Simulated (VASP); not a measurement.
Wanted: the native input for a VASP 6.6.1 run.

| Quantity | Value |
| --- | --- |
| Task | single point |
| Functional | PBE |
| Potentials or basis | VASP PAW PBE potentials, release 64 (Os) |
| Cutoff | 520 eV |
| k mesh | 8 × 8 × 8 |
| Occupations | gaussian, width 0.1 eV |
| Spin | no spin polarisation |
| Dipole correction | no |
| Further INCAR settings | ALGO = Normal; EDIFF = 1e-07; NBANDS = 10 |

The structure of Os lies in POSCAR:

```
Os
1.0
   -1.5448709631      1.5448709631      1.5448709631
    1.5448709631     -1.5448709631      1.5448709631
    1.5448709631      1.5448709631     -1.5448709631
Os
1
Direct
    0.0000000000      0.0000000000      0.0000000000
```

These files were run (other wordings do the same):

INCAR

```
SYSTEM = Os
  PREC = Accurate
  ENCUT = 520
  EDIFF = 1E-7
  ISMEAR = 0
  SIGMA = 0.1
  LREAL = .FALSE.
  LASPH = .TRUE.
  NELM = 60
  ALGO = Normal
  ISIF = 2
  LWAVE = .FALSE.
  LCHARG = .FALSE.
  GGA = PE
  NBANDS = 10
```

KPOINTS

```
Automatic mesh
0
G
  8 8 8
  0 0 0
```

Potentials or basis: VASP PAW PBE potentials, release 64 (Os).

The run is started by

```bash
$ cat potpaw_PBE.64/Os/POTCAR > POTCAR
$ mpirun -np 1 vasp_std > vasp.out
```

It gave:

```yaml
Pressure: 0.4 GPa
Band_gap_on_the_k_mesh: zero (band 4 reaches 11.30 eV, above the bottom of band 5 at 7.41 eV)
```

Caveat: spin-orbit coupling is left out, which moves the levels of the heavy elements.

Wall time 4.8 s on 1 thread of AMD EPYC 7R43 64-Core Processor (Zen 3) (shared host), peak memory 0.09 GiB.
